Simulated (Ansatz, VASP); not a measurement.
# KF in VASP and in Ansatz

```
CELL_PARAMETERS angstrom
3.73916 0.00000 0.00000
-1.86958 3.23820 0.00000
0.00000 0.00000 6.59726
ATOMIC_POSITIONS crystal
K 0.00000 0.00000 0.00000
K 0.00000 0.00000 0.50000
F 0.33333 0.66667 0.25000
F 0.66667 0.33333 0.75000
```

Alike in both runs: functional PBE; k mesh 9 × 9 × 6; occupations gaussian, width 0.02 eV; no spin polarisation.

Ansatz relaxed the structure, and its values are those at the end. VASP's run is a single point on that final structure, the one shown.

|  | VASP | Ansatz |
| --- | --- | --- |
| version | VASP 6.6.1 | Ansatz 0.2.0 |
| potentials or method | VASP PAW PBE potentials, release 64 (K_sv, F), cutoff 520 eV | scalar-relativistic, plane waves, PAW |
| valence electrons in the cell | 32 | 32 |

Ansatz gave:

- gap on the k mesh at the Fermi level (eV): 5.90
- least direct gap on the mesh (eV): 5.90
- pressure (GPa): 0.0

Task: What did VASP give for the same quantities?

Result: gap on the k mesh at the Fermi level (eV): 5.89; least direct gap on the mesh (eV): 5.89; pressure (GPa): 0.0.
